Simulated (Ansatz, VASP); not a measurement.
## One calculation of KS7, two programs

File INCAR:

```
  PREC = Accurate
  ENCUT = 520
  EDIFF = 1E-6
  ISMEAR = 0
  SIGMA = 0.1
  LREAL = False
  LASPH = True
  NELM = 100
  ALGO = Normal
  ISIF = 2
  LWAVE = False
  LCHARG = False
  GGA = PE
  NBANDS = 36
```

The input KPOINTS:

```
Automatic mesh
0
Gamma
  4 4 4
```

The input POSCAR:

```
KS7
1.0
    0.0000000000      4.5953003900      4.5953003900
    4.5953003900      0.0000000000      4.5953003900
    4.5953003900      4.5953003900      0.0000000000
K S
1 7
Direct
    0.0000000000      0.0000000000      0.0000000000
    0.5000000000      0.0000000000      0.0000000000
    0.0000000000      0.5000000000      0.5000000000
    0.0000000000      0.5000000000      0.0000000000
    0.5000000000      0.0000000000      0.5000000000
    0.0000000000      0.0000000000      0.5000000000
    0.5000000000      0.5000000000      0.0000000000
    0.5000000000      0.5000000000      0.5000000000
```

Input for Ansatz:

```yaml
crystal:
  lattice:
    - [0.0, 4.59530039, 4.59530039]
    - [4.59530039, 0.0, 4.59530039]
    - [4.59530039, 4.59530039, 0.0]
  atoms:
    - { symbol: K, position: [0.0, 0.0, 0.0] }
    - { symbol: S, position: [0.5, 0.0, 0.0] }
    - { symbol: S, position: [0.0, 0.5, 0.5] }
    - { symbol: S, position: [0.0, 0.5, 0.0] }
    - { symbol: S, position: [0.5, 0.0, 0.5] }
    - { symbol: S, position: [0.0, 0.0, 0.5] }
    - { symbol: S, position: [0.5, 0.5, 0.0] }
    - { symbol: S, position: [0.5, 0.5, 0.5] }
basis:
  ecutwfc: 420
kpoints:
  mp_grid: { grid: [4, 4, 4] }
hamiltonian:
  xc: pbe
scf:
  occupations: { method: gaussian, width: 0.1 }
  lower_state_search: "off"
output:
  forces: true
  stress: true
  eigenvalues: true
```

Change from the starting cell: species swapped into the CePd7 type (Fm-3m, No. 225).

Alike in both runs: task single point; functional PBE; k mesh 4 × 4 × 4; occupations gaussian, width 0.1 eV; no spin polarisation.

```csv
,VASP,Ansatz
version,VASP 6.6.1,Ansatz 0.2.0
potentials or method,"VASP PAW PBE potentials, release 64 (K_sv, S), cutoff 520 eV","scalar-relativistic, plane waves, PAW"
valence electrons in the cell,51,51
```

```csv
,VASP,Ansatz,Ansatz less VASP
gap on the k mesh at the Fermi level (eV),none,none,-
pressure (GPa),-9.2,-9.2,+0.01
```

A gap of «none» marks a metal or a gap that the smearing closes.
